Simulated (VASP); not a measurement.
# K (Im-3m) in VASP: a series of runs

Runs on K. Level: PBEsol. Tasks: single point, relaxation of cell and atoms.

All numbers are computed with VASP 6.6.1; they aren't measurements. Logs are shortened: lines on timing, memory, paths and dates and some standing lists are left out, and cuts for length are marked.

## Step 1: The cell of the first run

It takes space group Im-3m (No. 229, cubic). Conventional cell: a = 5.220 Å, b = 5.220 Å, c = 5.220 Å, α = 90.00°, β = 90.00°, γ = 90.00°.

## Step 2: Single point, PBEsol

Input file INCAR:

```
SYSTEM = K
ALGO = Normal
EDIFF = 1E-6
ENCUT = 500
GGA = PS
GGA_COMPAT = .FALSE.
ISIF = 2
ISMEAR = 0
LASPH = .TRUE.
LCHARG = .FALSE.
LREAL = .FALSE.
LWAVE = .FALSE.
NBANDS = 10
NELM = 120
PREC = Accurate
SIGMA = 0.05
```

Input file KPOINTS:

```
k-points
0
G
  6 6 6
  0 0 0
```

Input file POSCAR:

```
K
1.0
   -2.6100000000      2.6100000000      2.6100000000
    2.6100000000     -2.6100000000      2.6100000000
    2.6100000000      2.6100000000     -2.6100000000
K
1
Direct
    0.0000000000      0.0000000000      0.0000000000
```

Potentials or basis: VASP PAW PBE potentials, release 64 (K_sv).

The run is started by

```bash
$ cat potpaw_PBE.64/K_sv/POTCAR > POTCAR
$ mpirun -np 1 vasp_std > vasp.out
```

OUTCAR:

```text
SYSTEM = K
   EDIFF = 1E-6
   ENCUT = 500
   GGA = PS
   ISIF = 2
   ISMEAR = 0
   LASPH = .TRUE.
   LREAL = .FALSE.
   NELM = 120
   PREC = Accurate

 ion  position               nearest neighbor table
   1  0.000  0.000  0.000-

  LATTYP: Found a body centered cubic cell.
 ALAT       =     5.2200000000

  Lattice vectors:

 A1 = (  -2.6100000000,   2.6100000000,   2.6100000000)
 A2 = (   2.6100000000,  -2.6100000000,   2.6100000000)
 A3 = (   2.6100000000,   2.6100000000,  -2.6100000000)

Analysis of symmetry for initial positions (statically):
=====================================================================
 Subroutine PRICEL returns:
 Original cell was already a primitive cell.

 Routine SETGRP: Setting up the symmetry group for a
 body centered cubic supercell.

 Subroutine GETGRP returns: Found 48 space group operations
 (whereof 48 operations were pure point group operations)
 out of a pool of 48 trial point group operations.

The static configuration has the point symmetry O_h .

Analysis of symmetry for dynamics (positions and initial velocities):
=====================================================================
 Subroutine PRICEL returns:
 Original cell was already a primitive cell.

 Routine SETGRP: Setting up the symmetry group for a
 body centered cubic supercell.

 Subroutine GETGRP returns: Found 48 space group operations
 (whereof 48 operations were pure point group operations)
 out of a pool of 48 trial point group operations.

The dynamic configuration has the point symmetry O_h .

 Subroutine INISYM returns: Found 48 space group operations
 (whereof 48 operations are pure point group operations),
 and found     1 'primitive' translations

----------------------------------------------------------------------------------------

                                     Primitive cell

  volume of cell :      71.1183

  direct lattice vectors                    reciprocal lattice vectors
    -2.610000000  2.610000000  2.610000000     0.000000000  0.191570881  0.191570881
     2.610000000 -2.610000000  2.610000000     0.191570881  0.000000000  0.191570881
     2.610000000  2.610000000 -2.610000000     0.191570881  0.191570881  0.000000000

  length of vectors
     4.520652608  4.520652608  4.520652608     0.270922138  0.270922138  0.270922138

  position of ions in fractional coordinates (direct lattice)
     0.000000000  0.000000000  0.000000000

  ion indices of the primitive-cell ions
   primitive index   ion index
                 1           1

----------------------------------------------------------------------------------------

 KPOINTS: k-points

Automatic generation of k-mesh.
 Grid dimensions read from file:
 generate k-points for:    6    6    6

 Generating k-lattice:

  Cartesian coordinates                     Fractional coordinates (reciprocal lattice)
     0.000000000  0.031928480  0.031928480     0.166666667  0.000000000  0.000000000
     0.031928480  0.000000000  0.031928480     0.000000000  0.166666667  0.000000000
     0.031928480  0.031928480  0.000000000     0.000000000  0.000000000  0.166666667

  Length of vectors
     0.045153690  0.045153690  0.045153690

  Shift w.r.t. Gamma in fractional coordinates (k-lattice)
     0.000000000  0.000000000  0.000000000

 Subroutine IBZKPT returns following result:
 ===========================================

 Found     16 irreducible k-points:

 Following reciprocal coordinates:
            Coordinates               Weight
  0.000000  0.000000  0.000000      1.000000
  0.166667  0.000000  0.000000     12.000000
  0.333333  0.000000  0.000000     12.000000
  0.500000  0.000000  0.000000      6.000000
  0.166667  0.166667  0.000000     24.000000
  0.333333  0.166667  0.000000     48.000000
[... 8 lines left out ...]
  0.500000  0.500000  0.333333     12.000000
  0.500000  0.500000  0.500000      1.000000
   k-points           NKPTS =     16   k-points in BZ     NKDIM =     16   number of bands    NBANDS=     10
   number of dos      NEDOS =    301   number of ions     NIONS =      1
   total plane-waves  NPLWV =  46656
   dimension x,y,z NGX =    36 NGY =   36 NGZ =   36
   dimension x,y,z NGXF=    72 NGYF=   72 NGZF=   72
   ions per type =               1
   NGX,Y,Z   is equivalent  to a cutoff of  13.24, 13.24, 13.24 a.u.
   NGXF,Y,Z  is equivalent  to a cutoff of  26.48, 26.48, 26.48 a.u.
 SYSTEM =  K
   PREC   = accura    normal or accurate (medium, high low for compatibility)
   ISTART =      0    job   : 0-new  1-cont  2-samecut
   ICHARG =      2    charge: 1-file 2-atom 10-const
   ISPIN  =      1    spin polarized calculation?
   LNONCOLLINEAR =      F non collinear calculations
   LSORBIT =      F    spin-orbit coupling
   LASPH  =      T    aspherical Exc in radial PAW
   ENCUT  =  500.0 eV  36.75 Ry    6.06 a.u.   8.24  8.24  8.24*2*pi/ulx,y,z
   NELM   =    120;   NELMIN=  2; NELMDL= -5     # of ELM steps
   EDIFF  = 0.1E-05   stopping-criterion for ELM
   LREAL  =      F    real-space projection
   EDIFFG = 0.1E-04   stopping-criterion for IOM
   NSW    =      0    number of steps for IOM
   IBRION =     -1    ionic relax: 0-MD 1-quasi-New 2-CG
   NFREE  =      0    steps in history (QN), initial steepest desc. (CG)
   ISIF   =      2    stress and relaxation
   ISYM   =      2    0-nonsym 1-usesym 2-fastsym
   POTIM  = 0.5000    time-step for ionic-motion
   TEBEG  =    0.0;   TEEND  =   0.0 temperature during run
   PSTRESS=    0.0 pullay stress
   NELECT =       9.0000    total number of electrons
   NUPDOWN=      -1.0000    fix difference up-down
   EMIN   =  10.00;   EMAX   =-10.00  energy-range for DOS
   EFERMI =   0.00;   METHOD = LEGACY
   ISMEAR =     0;   SIGMA  =   0.05  broadening in eV -4-tet -1-fermi 0-gaus
   EFERMI_NEDOS =   21; number of points for ismear=-14 and -15
   IALGO  =     38    algorithm
   IMIX   =      4    mixing-type and parameters
     AMIX     =   0.40;   BMIX     =  1.00
     AMIX_MAG =   1.60;   BMIX_MAG =  1.00
  volume/ion in A,a.u.               =      71.12       479.93
  Fermi-wavevector in a.u.,A,eV,Ry     =   0.821918  1.553200  9.191405  0.675549
  Thomas-Fermi vector in A             =   1.933162
   LORBIT       =      0    0 simple, 1 ext, 2 COOP (PROOUT), +10 PAW based schemes
   GGA     = PS    functional components
   LHFCALC =     F    Hartree Fock is set to
   AEXX    =    0.0000 exact exchange contribution
   IVDW    =     0    specifies the selected vdW correction
   LEPSILON=     F    determine dielectric tensor
   LRPA    =     F    only Hartree local field effects (RPA)
 non-spin polarized calculation
 Gauss-broadening in eV      SIGMA  =   0.05
  energy-cutoff  :      500.00
  volume of cell :       71.12
 maximum number of plane-waves:      1865
 NGX is ok and might be reduce to    36
   NGX = 17   NGY = 17   NGZ = 17

 number of electron       9.0000000 magnetization

 Free energy of the ion-electron system (eV)
  ---------------------------------------------------
  ext. energy  EPLUGINS =         0.00000000
  ---------------------------------------------------
  free energy    TOTEN  =        -1.11232379 eV

  energy without entropy =       -1.10613210  energy(sigma->0) =       -1.10922795

 E-fermi :  -0.0682     XC(G=0):  -5.7805

 val. band max:       -0.3437467611   @ k =   0.1667   0.1667   0.1667
 cond. band min:      -0.0626247079   @ k =   0.3333   0.1667   0.0000
 fundamental gap:      0.2811220532
 Fermi energy:        -0.0681864805

 k-point     1 :       0.0000    0.0000    0.0000
  band No.  band energies     occupation
      1     -32.0653      2.00000
      2     -15.5726      2.00000
      3     -15.5726      2.00000
      4     -15.5726      2.00000
      5      -2.3010      2.00000
      6       4.2342      0.00000
      7       4.2342      0.00000
      8       4.2342      0.00000
      9       5.1768      0.00000
     10       5.1768      0.00000

 k-point     2 :       0.1667    0.0000    0.0000
  band No.  band energies     occupation
      1     -32.0641      2.00000
      2     -15.5922      2.00000
      3     -15.5791      2.00000
      4     -15.5726      2.00000
      5      -1.9497      2.00000
      6       3.5969      0.00000
      7       3.8472      0.00000
      8       4.5196      0.00000
      9       4.9236      0.00000
     10       5.1176      0.00000

 k-point     3 :       0.3333    0.0000    0.0000
  band No.  band energies     occupation
      1     -32.0616      2.00000
      2     -15.6309      2.00000
      3     -15.5920      2.00000
      4     -15.5725      2.00000
      5      -0.9623      2.00000
      6       2.0794      0.00000
      7       3.2967      0.00000
      8       5.0201      0.00000
      9       5.2400      0.00000
     10       5.3422      0.00000

 k-point     4 :       0.5000    0.0000    0.0000
  band No.  band energies     occupation
      1     -32.0604      2.00000
      2     -15.6499      2.00000
      3     -15.5985      2.00000
      4     -15.5725      2.00000
      5       0.3481      0.00000
      6       0.6093      0.00000
      7       3.0802      0.00000
      8       4.8530      0.00000
      9       5.7167      0.00000
     10       5.9585      0.00000
[... 118 lines left out ...]
 k-point    14 :      -0.3333    0.3333    0.3333
  band No.  band energies     occupation
      1     -32.0585      2.00000
      2     -15.6235      2.00000
      3     -15.6137      2.00000
      4     -15.6137      2.00000
      5       0.1993      0.00000
      6       2.1151      0.00000
      7       3.3833      0.00000
      8       3.3833      0.00000
      9       4.0249      0.00000
     10       5.6710      0.00000

 k-point    15 :       0.5000    0.5000    0.3333
  band No.  band energies     occupation
      1     -32.0575      2.00000
      2     -15.6337      2.00000
      3     -15.6208      2.00000
      4     -15.6145      2.00000
      5       1.1957      0.00000
      6       1.4197      0.00000
      7       2.9787      0.00000
      8       3.3704      0.00000
      9       4.1613      0.00000
     10       6.2236      0.00000

 k-point    16 :       0.5000    0.5000    0.5000
  band No.  band energies     occupation
      1     -32.0565      2.00000
      2     -15.6282      2.00000
      3     -15.6282      2.00000
      4     -15.6282      2.00000
      5       1.5645      0.00000
      6       1.5645      0.00000
      7       3.4634      0.00000
      8       3.4634      0.00000
      9       3.4634      0.00000
     10       5.6437      0.00000

------------------------ aborting loop because EDIFF is reached ----------------------------------------

  FORCE on cell =-STRESS in cart. coord.  units (eV):
  Direction    XX          YY          ZZ          XY          YZ          ZX
  --------------------------------------------------------------------------------------
  -------------------------------------------------------------------------------------
  Total        0.0035166      0.0035166      0.0035166      0.0000000      0.0000000     -0.0000000
  in kB        0.0792223      0.0792223      0.0792223      0.0000000      0.0000000     -0.0000000
  external PRESSURE =       0.0792223 kB  Pullay stress =       0.0000000 kB

 VOLUME and BASIS-vectors are now :
 -----------------------------------------------------------------------------
  energy-cutoff  :      500.00
  volume of cell :       71.12
      direct lattice vectors                 reciprocal lattice vectors
    -2.610000000  2.610000000  2.610000000     0.000000000  0.191570881  0.191570881
     2.610000000 -2.610000000  2.610000000     0.191570881  0.000000000  0.191570881
     2.610000000  2.610000000 -2.610000000     0.191570881  0.191570881  0.000000000

 POSITION                                       TOTAL-FORCE (eV/Angst)
 -----------------------------------------------------------------------------------
      0.00000      0.00000      0.00000        -0.000000      0.000000      0.000000
 -----------------------------------------------------------------------------------
    total drift:                               -0.000000      0.000000      0.000000

  FREE ENERGIE OF THE ION-ELECTRON SYSTEM (eV)
  ---------------------------------------------------
  free  energy   TOTEN  =        -1.1123237893 eV

  energy  without entropy=       -1.1061321038  energy(sigma->0) =       -1.10922795
```

It took 5.6 s on 1 thread of Intel Xeon 6975P-C (Granite Rapids), shared host; peak memory 0.19 GiB.

What came out:

- Free energy: -1.1123 eV
- Pressure: 0.0 GPa
- Band gap on the k mesh: zero (an odd number of electrons rules out a gap without spin polarisation)

Caveat: the PAW data sets were made with another functional, which shifts forces and pressure a little.

## Step 3: Relaxation of cell and atoms, PBEsol

Input file INCAR:

```
PREC = Accurate
ENCUT = 500
EDIFF = 1E-7
ISMEAR = 0
SIGMA = 0.05
LREAL = F
LASPH = T
NELM = 120
ALGO = Normal
ISIF = 3
LWAVE = F
LCHARG = F
GGA = PS
IBRION = 2
NSW = 60
EDIFFG = -0.03
GGA_COMPAT = F
NELMIN = 4
```

Input file KPOINTS:

```
Automatic mesh
0
Gamma
  6 6 6
```

POSCAR is that of step 2.

Potentials or basis: VASP PAW PBE potentials, release 64 (K_sv).

The run is started by

```bash
$ cat potpaw_PBE.64/K_sv/POTCAR > POTCAR
$ mpirun -np 1 vasp_std > vasp.out
```

Run time: 5.6 s. Hardware: 1 thread of Intel Xeon 6975P-C (Granite Rapids), shared host; peak memory 0.19 GiB.

It converged, with:

```yaml
Free_energy: -1.1123 eV
Pressure_after_relaxing: 0.0 GPa
Band_gap_on_the_k_mesh: zero (an odd number of electrons rules out a gap without spin polarisation)
```

Final structure:
```
K
1.0
    -2.61000    2.61000    2.61000
     2.61000   -2.61000    2.61000
     2.61000    2.61000   -2.61000
K
1
Direct
  0.00000 0.00000 0.00000
```

Levels at points of the mesh, in eV from the Fermi level:
```tsv
k point	band 1	band 2	band 3	band 4	band 5	band 6	band 7	band 8
(0.00, 0.00, 0.00)	-32.00	-15.50	-15.50	-15.50	-2.23	4.30	4.30	4.30
(0.50, 0.00, 0.00)	-31.99	-15.58	-15.53	-15.50	0.42	0.68	3.15	4.92
(0.50, 0.50, 0.50)	-31.99	-15.56	-15.56	-15.56	1.63	1.63	3.53	3.53
```

Caveat: the relaxation stopped at its first step, so nothing moved; the PAW data sets were made with another functional, which shifts forces and pressure a little.
